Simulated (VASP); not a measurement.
Write the native input for VASP 6.6.1 that does the following.

```yaml
Task: single point
Functional: r2SCAN
Potentials_or_basis: VASP PAW PBE potentials, release 64 (Hf_pv, S)
Cutoff: 520 eV
k_mesh: 2 × 2 × 2, shifted
Occupations: gaussian, width 0.1 eV
Spin: no spin polarisation
Dipole_correction: no
Further_INCAR_settings: ALGO = Normal; EDIFF = 1e-06; NBANDS = 63; ISYM = 0
```

The system is Hf2S5.

```
Hf S
1.0
    -4.90678    3.56566   -0.01624
    -4.90676   -3.56564   -0.01528
    -1.12472   -0.00121    9.06514
Hf S
4 10
Direct
  0.74035 0.98978 0.65421
  0.23964 0.49041 0.65447
  0.26706 0.01688 0.33252
  0.78424 0.53405 0.33211
  0.42365 0.65775 0.18542
  0.90785 0.17354 0.18545
  0.57741 0.32719 0.82243
  0.97089 0.72110 0.82991
  0.01233 0.76223 0.45083
  0.50196 0.75132 0.54879
  0.00178 0.25182 0.54878
  0.36498 0.11480 0.82192
  0.66041 0.92752 0.18667
  0.17763 0.41032 0.18664
```

One way to write it, as run:

POSCAR

```
Hf2S5
1.0
   -4.9067756304      3.5656610119     -0.0162417208
   -4.9067585078     -3.5656357164     -0.0152839514
   -1.1247163126     -0.0012110161      9.0651426545
Hf S
4 10
Direct
    0.7403507970      0.9897771372      0.6542065749
    0.2396442276      0.4904081401      0.6544658964
    0.2670634022      0.0168822145      0.3325217963
    0.7842426597      0.5340462429      0.3321081180
    0.4236470889      0.6577498485      0.1854213716
    0.9078472608      0.1735407022      0.1854530415
    0.5774058344      0.3271931220      0.8224252503
   -0.0291122826      0.7210959878      0.8299112319
    0.0123313575      0.7622272477      0.4508323583
    0.5019618768      0.7513249733      0.5487887190
    0.0017846397      0.2518168483      0.5487798906
    0.3649841469      0.1148038249      0.8219229008
    0.6604105795      0.9275223541      0.1866680096
    0.1776345598      0.4103238532      0.1866413312
```

INCAR.step1

```
PREC = Accurate ; ENCUT = 520
ISMEAR = 0 ; SIGMA = 0.1
LREAL = F ; LASPH = T
NELM = 60 ; ISYM = 0
NBANDS = 63 ; GGA = PE
ALGO = Normal ; EDIFF = 1E-4
LWAVE = T ; LCHARG = F
```

INCAR.step2

```
PREC = Accurate ; ENCUT = 520
EDIFF = 1E-6 ; ISMEAR = 0
SIGMA = 0.1 ; LREAL = F
LASPH = T ; NELM = 60
ALGO = Normal ; ISIF = 2
LWAVE = F ; LCHARG = F
METAGGA = R2SCAN ; LMIXTAU = T
ISYM = 0 ; NBANDS = 63
ISTART = 1
```

KPOINTS

```
Automatic mesh
0
Gamma
  2 2 2
  0.5 0.5 0.5
```

Potentials or basis: VASP PAW PBE potentials, release 64 (Hf_pv, S).

Run with:

```console
$ cat potpaw_PBE.64/Hf_pv/POTCAR potpaw_PBE.64/S/POTCAR > POTCAR
$ cp INCAR.step1 INCAR
$ mpirun -np 1 vasp_std > vasp.out
$ cp INCAR.step2 INCAR
$ mpirun -np 1 vasp_std > vasp.out
```

It gave:

```yaml
Pressure: -0.7 GPa
Largest_force: 0.166 eV/Å
Band_gap_on_the_k_mesh: 0.07 eV (least direct gap 0.72 eV)
```

Caveat: the PAW data sets were made with another functional, which shifts forces and pressure a little; spin-orbit coupling is left out, which moves the levels of the heavy elements; a shifted mesh leaves out Γ, where band edges can lie.

It took 3.6 min on 1 thread of Intel(R) Xeon(R) Platinum 8488C (Sapphire Rapids), with other jobs on the host, peak memory 0.45 GiB.
